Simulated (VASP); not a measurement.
B32N31 (a cell with a defect): single point with HSE06

System: B32N31 (a cell with a defect).

```
B N
1.0
     7.21159    0.00000    0.00000
     0.00000    7.21159    0.00000
     0.00000    0.00000    7.21159
B N
32 31
Direct
  0.00053 0.00074 0.99996
  0.00027 0.00044 0.49994
  0.00027 0.50071 0.99967
  0.99948 0.50074 0.49996
  0.50058 0.00038 0.99960
  0.50057 0.99967 0.49993
  0.50057 0.50071 0.99890
  0.48886 0.48938 0.48858
  0.25028 0.25046 0.99894
  0.24910 0.24924 0.49893
  0.25126 0.75068 0.99907
  0.25142 0.74852 0.49893
  0.75057 0.25139 0.99909
  0.74828 0.25173 0.49901
  0.75065 0.75081 0.00074
  0.75298 0.75306 0.50481
  0.25028 0.99972 0.24968
  0.25125 0.99985 0.74991
  0.24910 0.49971 0.24846
  0.25142 0.49971 0.74775
  0.75057 0.99987 0.25061
  0.75066 0.00151 0.75004
  0.74828 0.49979 0.25095
  0.75300 0.50557 0.75231
  0.99953 0.25046 0.24968
  0.99968 0.25141 0.74996
  0.99968 0.75073 0.25063
  0.00135 0.75080 0.75002
  0.49953 0.24932 0.24854
  0.49962 0.25167 0.74770
  0.49962 0.74848 0.25088
  0.50530 0.75288 0.75211
  0.12540 0.12558 0.12481
  0.12469 0.12482 0.62433
  0.12469 0.62511 0.12404
  0.12589 0.62570 0.62491
  0.62499 0.12483 0.12405
  0.62544 0.12612 0.62491
  0.62544 0.62569 0.12534
  0.37520 0.37540 0.12345
  0.37277 0.37299 0.62328
  0.37606 0.87502 0.12481
  0.37962 0.87234 0.62402
  0.87486 0.37619 0.12488
  0.87221 0.37981 0.62410
  0.87551 0.87574 0.12582
  0.87621 0.87634 0.62610
  0.37519 0.12423 0.37462
  0.37605 0.12559 0.87424
  0.37277 0.62406 0.37220
  0.37963 0.62480 0.87157
  0.87486 0.12565 0.37541
  0.87552 0.12659 0.87497
  0.87221 0.62487 0.37904
  0.87622 0.62687 0.87557
  0.12407 0.37538 0.37460
  0.12544 0.37618 0.87429
  0.12544 0.87507 0.37540
  0.12646 0.87570 0.87491
  0.62379 0.37315 0.37237
  0.62473 0.37976 0.87162
  0.62473 0.87240 0.37897
  0.62677 0.87615 0.87538
```

```json
{
 "Program": "VASP 6.6.1",
 "Task": "single point",
 "Functional": "HSE06",
 "Potentials or basis": "VASP PAW PBE potentials, release 64 (B, N)",
 "Cutoff": "520 eV",
 "k mesh": "1 × 1 × 1, shifted",
 "Occupations": "fermi-dirac, width 0.05 eV",
 "Spin": "collinear spin",
 "Dipole correction": "no",
 "Grid for exact exchange (PRECFOCK)": "Fast",
 "Further INCAR settings": "LREAL = Auto; ALGO = Normal; EDIFF = 1e-06; NBANDS = 166; ISYM = -1",
 "Share of exact exchange": "0.25",
 "Screening parameter": "0.2079 1/Å"
}
```

```
Pressure                                              : -4.3 GPa
Largest force                                         : 0.151 eV/Å
Band gap on the k mesh                                : 2.01 eV
Net moment                                            : 1.00 μB per cell
Site moments                                          : B +0.00, +0.01, +0.38, -0.00, +0.02 (each value once); N +0.00, -0.00, +0.01 (each value once) μB
Valence electrons inside the program's atomic spheres : B 2.03, 2.05, 2.04, 2.02, 1.90, 1.91 (each value once); N 4.00, 3.99, 4.01, 3.98 (each value once)
```

Forces in eV/Å, atoms in the order of the input:
```
B    0.020  0.004  0.005
B    0.019  0.027  0.016
B    0.019  0.016  0.026
B    0.001  0.009  0.012
B    0.015  0.020  0.020
B    0.013 -0.010  0.014
B    0.015  0.012 -0.009
B    0.014  0.008  0.008
B    0.006 -0.006  0.006
B   -0.027 -0.017  0.067
B    0.001  0.000  0.002
B    0.027 -0.029  0.014
B   -0.010  0.007  0.007
B   -0.023  0.012  0.009
B   -0.003 -0.009 -0.012
B    0.056  0.063  0.054
B    0.005  0.006 -0.006
B    0.003  0.002 -0.001
B   -0.028  0.066 -0.017
B    0.026  0.013 -0.030
B   -0.009  0.006  0.008
B   -0.006 -0.012 -0.008
B   -0.024  0.009  0.013
B    0.055  0.055  0.062
B    0.008  0.004  0.004
B    0.006 -0.004 -0.010
B    0.004 -0.008 -0.003
B   -0.004  0.003  0.006
B    0.064 -0.027 -0.026
B    0.000  0.019 -0.018
B    0.000 -0.018  0.021
B    0.062  0.059  0.059
N   -0.002 -0.004 -0.003
N   -0.010  0.000 -0.001
N   -0.010 -0.001 -0.001
N    0.002 -0.011 -0.010
N   -0.016 -0.001 -0.002
N    0.016 -0.010 -0.009
N    0.015 -0.011 -0.009
N   -0.012 -0.026  0.002
N   -0.098 -0.095 -0.028
N   -0.015  0.010  0.003
N   -0.021  0.001  0.002
N    0.002 -0.006 -0.002
N    0.002 -0.023  0.001
N    0.004 -0.013 -0.004
N    0.020  0.032 -0.007
N   -0.012  0.003 -0.025
N   -0.013  0.004  0.010
N   -0.098 -0.025 -0.096
N   -0.022  0.002  0.001
N    0.003 -0.002 -0.007
N    0.002 -0.002 -0.014
N    0.002  0.001 -0.024
N    0.022 -0.004  0.031
N   -0.002 -0.017 -0.017
N   -0.006 -0.013  0.003
N   -0.006  0.004 -0.014
N   -0.007  0.000  0.000
N   -0.022 -0.105 -0.106
N   -0.002 -0.006 -0.004
N   -0.002 -0.004 -0.006
N   -0.018  0.045  0.043
```

Stress tensor (GPa, compression positive):
```
-4.30  1.51  1.51
 1.51 -4.37  1.46
 1.51  1.46 -4.37
```

Levels at points of the mesh, in eV from the valence-band top:
Spin up:
```csv
k point,band 124,band 125,band 126,band 127,band 128,band 129
"(0.25, 0.25, 0.25)",-4.85,-4.34,0.00,2.01,2.01,2.98
```
Spin down:
```csv
k point,band 122,band 123,band 124,band 125,band 126,band 127,band 128,band 129
"(0.25, 0.25, 0.25)",-5.53,-4.84,-4.84,-3.99,2.16,2.16,2.33,3.01
```

Run time: 18 min on 1 thread of Intel(R) Xeon(R) Platinum 8488C (Sapphire Rapids) (shared host), peak memory 0.73 GiB.

Caveat: the PAW data sets were made with another functional, which shifts forces and pressure a little.
